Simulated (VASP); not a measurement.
# V3I (Pm-3m) in VASP: a series of runs

Runs on V3I. Level: PBE. Tasks: single point, relaxation of cell and atoms.

Everything below comes from runs of VASP 6.6.1. Logs are shortened: lines on timing, memory, paths and dates and some standing lists are left out, and cuts for length are marked.

### 1 The cell of the first run

Symmetry: Pm-3m, No. 221, cubic system. Conventional cell: a = 3.942 Å, b = 3.942 Å, c = 3.942 Å, α = 90.00°, β = 90.00°, γ = 90.00°. V (site symmetry 4/mmm) has 8 V at 2.79 Å and 4 I at 2.79 Å within 3.7 Å. I (site symmetry m-3m) has 12 V at 2.79 Å within 3.7 Å.

### 2 Single point, PBE, collinear spin

File INCAR:

```
SYSTEM = V3I
PREC = Accurate ; ENCUT = 520
EDIFF = 1E-7 ; ISMEAR = 0
SIGMA = 0.1 ; LREAL = .FALSE.
LASPH = .TRUE. ; NELM = 150
ALGO = Normal ; ISIF = 2
LWAVE = .FALSE. ; LCHARG = .TRUE.
ISPIN = 2 ; MAGMOM = 0.12 0.12 0.12 0
LORBIT = 11 ; LMAXMIX = 4
GGA = PE ; LELF = .TRUE.
LVHAR = .TRUE. ; NBANDS = 35
```

File KPOINTS:

```
Automatic mesh
0
G
  4 4 4
  0 0 0
```

File POSCAR:

```
V3I
1.0
    3.9419374194      0.0000000000      0.0000000000
    0.0000000000      3.9419374194      0.0000000000
    0.0000000000      0.0000000000      3.9419374194
V I
3 1
Direct
    0.0000000000      0.5000000000      0.5000000000
    0.5000000000      0.0000000000      0.5000000000
    0.5000000000      0.5000000000      0.0000000000
    0.0000000000      0.0000000000      0.0000000000
```

Potentials or basis: VASP PAW PBE potentials, release 64 (V_sv, I).

The run is started by

```console
cat potpaw_PBE.64/V_sv/POTCAR potpaw_PBE.64/I/POTCAR > POTCAR
mpirun -np 1 vasp_std > vasp.out
```

OUTCAR:

```text
SYSTEM = V3I
   PREC = Accurate
   ENCUT = 520
   EDIFF = 1E-7
   ISMEAR = 0
   LREAL = .FALSE.
   LASPH = .TRUE.
   NELM = 150
   ISIF = 2
   ISPIN = 2
   LORBIT = 11
   GGA = PE

 ion  position               nearest neighbor table
   1  0.000  0.500  0.500-   2 2.79   3 2.79   4 2.79   3 2.79   4 2.79   2 2.79   4 2.79   4 2.79
                             2 2.79   3 2.79   3 2.79   2 2.79
   2  0.500  0.000  0.500-   1 2.79   3 2.79   4 2.79   3 2.79   4 2.79   1 2.79   3 2.79   3 2.79
                             1 2.79   4 2.79   4 2.79   1 2.79
   3  0.500  0.500  0.000-   1 2.79   2 2.79   4 2.79   1 2.79   2 2.79   2 2.79   4 2.79   2 2.79
                             1 2.79   4 2.79   1 2.79   4 2.79
   4  0.000  0.000  0.000-   1 2.79   2 2.79   3 2.79   1 2.79   2 2.79   1 2.79   3 2.79   1 2.79
                             2 2.79   3 2.79   2 2.79   3 2.79

  LATTYP: Found a simple cubic cell.
 ALAT       =     3.9419374194

  Lattice vectors:

 A1 = (   3.9419374194,   0.0000000000,   0.0000000000)
 A2 = (   0.0000000000,   3.9419374194,   0.0000000000)
 A3 = (   0.0000000000,   0.0000000000,   3.9419374194)

Analysis of symmetry for initial positions (statically):
=====================================================================
 Subroutine PRICEL returns:
 Original cell was already a primitive cell.

 Routine SETGRP: Setting up the symmetry group for a
 simple cubic supercell.

 Subroutine GETGRP returns: Found 48 space group operations
 (whereof 48 operations were pure point group operations)
 out of a pool of 48 trial point group operations.

The static configuration has the point symmetry O_h .

Analysis of symmetry for dynamics (positions and initial velocities):
=====================================================================
 Subroutine PRICEL returns:
 Original cell was already a primitive cell.

 Routine SETGRP: Setting up the symmetry group for a
 simple cubic supercell.

 Subroutine GETGRP returns: Found 48 space group operations
 (whereof 48 operations were pure point group operations)
 out of a pool of 48 trial point group operations.

The dynamic configuration has the point symmetry O_h .

Analysis of structural, dynamic, and magnetic symmetry:
=====================================================================
 Subroutine PRICEL returns:
 Original cell was already a primitive cell.

 Routine SETGRP: Setting up the symmetry group for a
 simple cubic supercell.

 Subroutine GETGRP returns: Found 48 space group operations
 (whereof 48 operations were pure point group operations)
 out of a pool of 48 trial point group operations.

The overall configuration has the point symmetry O_h .

 Subroutine INISYM returns: Found 48 space group operations
 (whereof 48 operations are pure point group operations),
 and found     1 'primitive' translations

----------------------------------------------------------------------------------------

                                     Primitive cell

  volume of cell :      61.2533

  direct lattice vectors                    reciprocal lattice vectors
     3.941937419  0.000000000  0.000000000     0.253682363  0.000000000  0.000000000
     0.000000000  3.941937419  0.000000000     0.000000000  0.253682363  0.000000000
     0.000000000  0.000000000  3.941937419     0.000000000  0.000000000  0.253682363

  length of vectors
     3.941937419  3.941937419  3.941937419     0.253682363  0.253682363  0.253682363

  position of ions in fractional coordinates (direct lattice)
     0.000000000  0.500000000  0.500000000
     0.500000000  0.000000000  0.500000000
     0.500000000  0.500000000  0.000000000
     0.000000000  0.000000000  0.000000000

  ion indices of the primitive-cell ions
   primitive index   ion index
                 1           1
                 2           2
                 3           3
                 4           4

----------------------------------------------------------------------------------------

 KPOINTS: Automatic mesh

Automatic generation of k-mesh.
 Grid dimensions read from file:
 generate k-points for:    4    4    4

 Generating k-lattice:

  Cartesian coordinates                     Fractional coordinates (reciprocal lattice)
     0.063420591  0.000000000  0.000000000     0.250000000  0.000000000  0.000000000
     0.000000000  0.063420591  0.000000000     0.000000000  0.250000000  0.000000000
     0.000000000  0.000000000  0.063420591     0.000000000  0.000000000  0.250000000

  Length of vectors
     0.063420591  0.063420591  0.063420591

  Shift w.r.t. Gamma in fractional coordinates (k-lattice)
     0.000000000  0.000000000  0.000000000

 Subroutine IBZKPT returns following result:
 ===========================================

 Found     10 irreducible k-points:

 Following reciprocal coordinates:
            Coordinates               Weight
  0.000000  0.000000  0.000000      1.000000
  0.250000  0.000000  0.000000      6.000000
  0.500000  0.000000  0.000000      3.000000
  0.250000  0.250000  0.000000     12.000000
  0.500000  0.250000  0.000000     12.000000
  0.500000  0.500000  0.000000      3.000000
  0.250000  0.250000  0.250000      8.000000
  0.500000  0.250000  0.250000     12.000000
  0.500000  0.500000  0.250000      6.000000
  0.500000  0.500000  0.500000      1.000000
   k-points           NKPTS =     10   k-points in BZ     NKDIM =     10   number of bands    NBANDS=     35
   number of dos      NEDOS =    301   number of ions     NIONS =      4
   total plane-waves  NPLWV =  27000
   dimension x,y,z NGX =    30 NGY =   30 NGZ =   30
   dimension x,y,z NGXF=    60 NGYF=   60 NGZF=   60
   ions per type =               3   1
   NGX,Y,Z   is equivalent  to a cutoff of  12.65, 12.65, 12.65 a.u.
   NGXF,Y,Z  is equivalent  to a cutoff of  25.30, 25.30, 25.30 a.u.
 SYSTEM =  V3I
   PREC   = accura    normal or accurate (medium, high low for compatibility)
   ISTART =      0    job   : 0-new  1-cont  2-samecut
   ICHARG =      2    charge: 1-file 2-atom 10-const
   ISPIN  =      2    spin polarized calculation?
   LNONCOLLINEAR =      F non collinear calculations
   LSORBIT =      F    spin-orbit coupling
   LASPH  =      T    aspherical Exc in radial PAW
   ENCUT  =  520.0 eV  38.22 Ry    6.18 a.u.   7.33  7.33  7.33*2*pi/ulx,y,z
   NELM   =    150;   NELMIN=  2; NELMDL= -5     # of ELM steps
   EDIFF  = 0.1E-06   stopping-criterion for ELM
   LREAL  =      F    real-space projection
   EDIFFG = 0.1E-05   stopping-criterion for IOM
   NSW    =      0    number of steps for IOM
   IBRION =     -1    ionic relax: 0-MD 1-quasi-New 2-CG
   NFREE  =      0    steps in history (QN), initial steepest desc. (CG)
   ISIF   =      2    stress and relaxation
   ISYM   =      2    0-nonsym 1-usesym 2-fastsym
   POTIM  = 0.5000    time-step for ionic-motion
   TEBEG  =    0.0;   TEEND  =   0.0 temperature during run
   PSTRESS=    0.0 pullay stress
   NELECT =      46.0000    total number of electrons
   NUPDOWN=      -1.0000    fix difference up-down
   EMIN   =  10.00;   EMAX   =-10.00  energy-range for DOS
   EFERMI =   0.00;   METHOD = LEGACY
   ISMEAR =     0;   SIGMA  =   0.10  broadening in eV -4-tet -1-fermi 0-gaus
   EFERMI_NEDOS =   21; number of points for ismear=-14 and -15
   IALGO  =     38    algorithm
   IMIX   =      4    mixing-type and parameters
     AMIX     =   0.40;   BMIX     =  1.00
     AMIX_MAG =   1.60;   BMIX_MAG =  1.00
  volume/ion in A,a.u.               =      15.31       103.34
  Fermi-wavevector in a.u.,A,eV,Ry     =   1.488051  2.812008 30.127309  2.214295
  Thomas-Fermi vector in A             =   2.601134
   LORBIT       =     11    0 simple, 1 ext, 2 COOP (PROOUT), +10 PAW based schemes
   GGA     = PE    functional components
   LHFCALC =     F    Hartree Fock is set to
   AEXX    =    0.0000 exact exchange contribution
   IVDW    =     0    specifies the selected vdW correction
   LEPSILON=     F    determine dielectric tensor
   LRPA    =     F    only Hartree local field effects (RPA)
 spin polarized calculation
 Gauss-broadening in eV      SIGMA  =   0.10
  energy-cutoff  :      520.00
  volume of cell :       61.25
 maximum number of plane-waves:      1671
 NGX is ok and might be reduce to    30
   NGX = 15   NGY = 15   NGZ = 15

 number of electron      46.0000044 magnetization       0.0003494

 number of electron      46.0000044 magnetization      -0.0002810

 Free energy of the ion-electron system (eV)
  ---------------------------------------------------
  ext. energy  EPLUGINS =         0.00000000
  ---------------------------------------------------
  free energy    TOTEN  =       -25.83469242 eV

  energy without entropy =      -25.80125454  energy(sigma->0) =      -25.81797348

 E-fermi :  12.1412     XC(G=0): -12.4577

 val. band max:       11.9439623390   @ k =   0.5000   0.5000   0.5000
 cond. band min:      12.1571463949   @ k =   0.2500   0.2500   0.0000
 fundamental gap:      0.2131840559
 Fermi energy:        12.1411616426

 spin component 1

 k-point     1 :       0.0000    0.0000    0.0000
  band No.  band energies     occupation
      1     -52.3173      1.00000
      2     -52.2034      1.00000
      3     -52.2034      1.00000
      4     -26.3526      1.00000
      5     -26.3526      1.00000
      6     -26.3526      1.00000
[... 27 lines left out ...]
     34      18.4554      0.00000
     35      18.4554      0.00000

 k-point     2 :       0.2500    0.0000    0.0000
  band No.  band energies     occupation
      1     -52.3027      1.00000
      2     -52.2179      1.00000
      3     -52.2033      1.00000
      4     -26.3190      1.00000
      5     -26.3190      1.00000
      6     -26.3099      1.00000
[... 27 lines left out ...]
     34      18.0640      0.00000
     35      18.0640      0.00000
[... 264 lines left out ...]
     34      17.5570      0.00000
     35      17.9983      0.00000

 k-point    10 :       0.5000    0.5000    0.5000
  band No.  band energies     occupation
      1     -52.2404      1.00000
      2     -52.2404      1.00000
      3     -52.2404      1.00000
      4     -26.3888      1.00000
      5     -26.3888      1.00000
      6     -26.3888      1.00000
[... 27 lines left out ...]
     34      17.4294      0.00000
     35      17.4294      0.00000
 Fermi energy:        12.1411616426

 spin component 2

 k-point     1 :       0.0000    0.0000    0.0000
  band No.  band energies     occupation
      1     -52.3174      1.00000
      2     -52.2035      1.00000
      3     -52.2035      1.00000
      4     -26.3527      1.00000
      5     -26.3527      1.00000
      6     -26.3527      1.00000
[... 27 lines left out ...]
     34      18.4554      0.00000
     35      18.4554      0.00000

 k-point     2 :       0.2500    0.0000    0.0000
  band No.  band energies     occupation
      1     -52.3028      1.00000
      2     -52.2180      1.00000
      3     -52.2034      1.00000
      4     -26.3191      1.00000
      5     -26.3191      1.00000
      6     -26.3099      1.00000
[... 27 lines left out ...]
     34      18.0640      0.00000
     35      18.0640      0.00000
[... 264 lines left out ...]
     34      17.5569      0.00000
     35      17.9982      0.00000

 k-point    10 :       0.5000    0.5000    0.5000
  band No.  band energies     occupation
      1     -52.2405      1.00000
      2     -52.2405      1.00000
      3     -52.2405      1.00000
      4     -26.3888      1.00000
      5     -26.3888      1.00000
      6     -26.3888      1.00000
[... 27 lines left out ...]
     34      17.4294      0.00000
     35      17.4294      0.00000

------------------------ aborting loop because EDIFF is reached ----------------------------------------

  FORCE on cell =-STRESS in cart. coord.  units (eV):
  Direction    XX          YY          ZZ          XY          YZ          ZX
  --------------------------------------------------------------------------------------
  -------------------------------------------------------------------------------------
  Total       -0.0112981     -0.0112981     -0.0112981     -0.0000000     -0.0000000      0.0000000
  in kB       -0.2955207     -0.2955207     -0.2955207     -0.0000000     -0.0000000      0.0000000
  external PRESSURE =      -0.2955207 kB  Pullay stress =       0.0000000 kB

 VOLUME and BASIS-vectors are now :
 -----------------------------------------------------------------------------
  energy-cutoff  :      520.00
  volume of cell :       61.25
      direct lattice vectors                 reciprocal lattice vectors
     3.941937419  0.000000000  0.000000000     0.253682363  0.000000000  0.000000000
     0.000000000  3.941937419  0.000000000     0.000000000  0.253682363  0.000000000
     0.000000000  0.000000000  3.941937419     0.000000000  0.000000000  0.253682363

 POSITION                                       TOTAL-FORCE (eV/Angst)
 -----------------------------------------------------------------------------------
      0.00000      1.97097      1.97097         0.000000      0.000000      0.000000
      1.97097      0.00000      1.97097         0.000000      0.000000      0.000000
      1.97097      1.97097      0.00000         0.000000      0.000000      0.000000
      0.00000      0.00000      0.00000         0.000000      0.000000      0.000000
 -----------------------------------------------------------------------------------
    total drift:                                0.000000      0.000000     -0.000000

  FREE ENERGIE OF THE ION-ELECTRON SYSTEM (eV)
  ---------------------------------------------------
  free  energy   TOTEN  =       -25.8346924150 eV

  energy  without entropy=      -25.8012545410  energy(sigma->0) =      -25.81797348

 total charge

# of ion       s       p       d       tot
------------------------------------------
    1        2.258   6.173   3.164  11.595
    2        2.258   6.173   3.164  11.595
    3        2.258   6.173   3.164  11.595
    4        1.469   2.590   0.315   4.374
--------------------------------------------------
tot          8.244  21.110   9.805  39.159

 magnetization (x)

# of ion       s       p       d       tot
------------------------------------------
    1       -0.000  -0.000  -0.000  -0.000
    2       -0.000  -0.000  -0.000  -0.000
    3       -0.000  -0.000  -0.000  -0.000
    4       -0.000   0.000  -0.000  -0.000
--------------------------------------------------
tot         -0.000  -0.000  -0.000  -0.000
```

Run time: 35 s. Hardware: 1 thread of AMD EPYC 9R45 (Zen 5), shared host; peak memory 0.17 GiB.

Results:

```
Free energy                                           : -25.8347 eV
Pressure                                              : 0.0 GPa
Band gap on the k mesh                                : zero (filled and empty bands overlap)
Net moment                                            : 0.00 μB per cell
Valence electrons inside the program's atomic spheres : V 11.60; I 4.37
```

Levels at points of the mesh, in eV from the Fermi level:
Spin up:
```tsv
k point	band 20	band 21	band 22	band 23	band 24	band 25	band 26	band 27
(0.00, 0.00, 0.00)	-2.63	-2.63	-2.63	0.13	0.13	0.13	0.23	1.56
(0.50, 0.00, 0.00)	-0.96	-0.96	-0.92	-0.85	0.05	0.22	0.22	0.50
(0.50, 0.50, 0.00)	-1.63	-0.86	-0.86	-0.33	0.09	0.14	0.23	0.23
(0.50, 0.50, 0.50)	-0.72	-0.72	-0.72	-0.20	0.19	0.19	0.19	0.22
```
Spin down:
```csv
k point,band 19,band 20,band 21,band 22,band 23,band 24,band 25,band 26,band 27,band 28
"(0.00, 0.00, 0.00)",-3.74,-2.63,-2.63,-2.63,0.13,0.13,0.13,0.23,1.56,1.56
"(0.50, 0.00, 0.00)",-1.93,-0.96,-0.96,-0.92,-0.85,0.05,0.22,0.22,0.50,0.70
"(0.50, 0.50, 0.00)",-1.63,-1.63,-0.86,-0.86,-0.33,0.09,0.14,0.23,0.23,0.72
"(0.50, 0.50, 0.50)",-3.55,-0.72,-0.72,-0.72,-0.20,0.19,0.19,0.19,0.22,0.53
```

Caveat: the k points lie up to 0.40 Å⁻¹ apart; spin-orbit coupling is left out, which moves the levels of the heavy elements.

### 3 Single point, PBE, collinear spin, ferromagnetic start

This run uses another cell than the first one, of 19.84 Å³/atom.

File INCAR:

```
PREC = Accurate
ENCUT = 520
EDIFF = 1E-6
ISMEAR = 0
SIGMA = 0.1
LREAL = False
LASPH = True
NELM = 150
ALGO = Normal
ISIF = 2
LWAVE = False
LCHARG = False
ISPIN = 2
MAGMOM = 2 2 2 0
LORBIT = 11
LMAXMIX = 4
GGA = PE
NBANDS = 35
```

File KPOINTS:

```
regular mesh
0
Gamma
  4 4 4
```

File POSCAR:

```
V3I
1.0
    4.2973687295      0.0000000000      0.0000000000
    0.0000000000      4.2973687295      0.0000000000
    0.0000000000      0.0000000000      4.2973687295
V I
3 1
Direct
    0.0000000000      0.5000000000      0.5000000000
    0.5000000000      0.0000000000      0.5000000000
    0.5000000000      0.5000000000      0.0000000000
    0.0000000000      0.0000000000      0.0000000000
```

Potentials or basis: VASP PAW PBE potentials, release 64 (V_sv, I).

The run is started by

```console
cat potpaw_PBE.64/V_sv/POTCAR potpaw_PBE.64/I/POTCAR > POTCAR
mpirun -np 1 vasp_std > vasp.out
```

It took 60 s on 1 thread of AMD EPYC 9R45 (Zen 5), shared host; peak memory 0.19 GiB.

The run converged. Its results:

| Quantity | Value |
| --- | --- |
| Free energy | -24.4146 eV |
| Pressure | -19.3 GPa |
| Net moment | 0.40 μB per cell |
| Site moments | V +0.11; I +0.01 μB |
| Valence electrons inside the program's atomic spheres | V 11.30; I 4.20 |

Levels at points of the mesh, in eV from the Fermi level:
Spin up:
| k point | band 20 | band 21 | band 22 | band 23 | band 24 | band 25 | band 26 | band 27 |
| --- | --- | --- | --- | --- | --- | --- | --- | --- |
| (0.00, 0.00, 0.00) | -1.76 | -1.76 | -1.76 | -0.66 | 0.14 | 0.14 | 0.14 | 1.11 |
| (0.50, 0.00, 0.00) | -0.65 | -0.65 | -0.64 | -0.56 | -0.48 | 0.17 | 0.17 | 0.41 |
| (0.50, 0.50, 0.00) | -1.09 | -0.54 | -0.54 | -0.12 | 0.13 | 0.18 | 0.21 | 0.21 |
| (0.50, 0.50, 0.50) | -0.43 | -0.43 | -0.43 | -0.26 | -0.23 | 0.21 | 0.21 | 0.21 |
Spin down:
```csv
k point,band 19,band 20,band 21,band 22,band 23,band 24,band 25,band 26,band 27,band 28
"(0.00, 0.00, 0.00)",-2.50,-1.68,-1.68,-1.68,-0.55,0.31,0.31,0.31,1.24,1.24
"(0.50, 0.00, 0.00)",-1.22,-0.60,-0.60,-0.58,-0.50,-0.29,0.23,0.23,0.51,0.52
"(0.50, 0.50, 0.00)",-1.03,-1.03,-0.48,-0.48,0.00,0.23,0.30,0.30,0.33,0.77
"(0.50, 0.50, 0.50)",-2.67,-0.38,-0.38,-0.38,-0.25,-0.03,0.34,0.34,0.34,0.63
```

Caveat: the k points lie up to 0.37 Å⁻¹ apart; a moment this small can come from the mesh or the smearing; spin-orbit coupling is left out, which moves the levels of the heavy elements.

[end of part 1 of 3]

The gap in the log of VASP goes by the Fermi energy; the results here count the filled bands.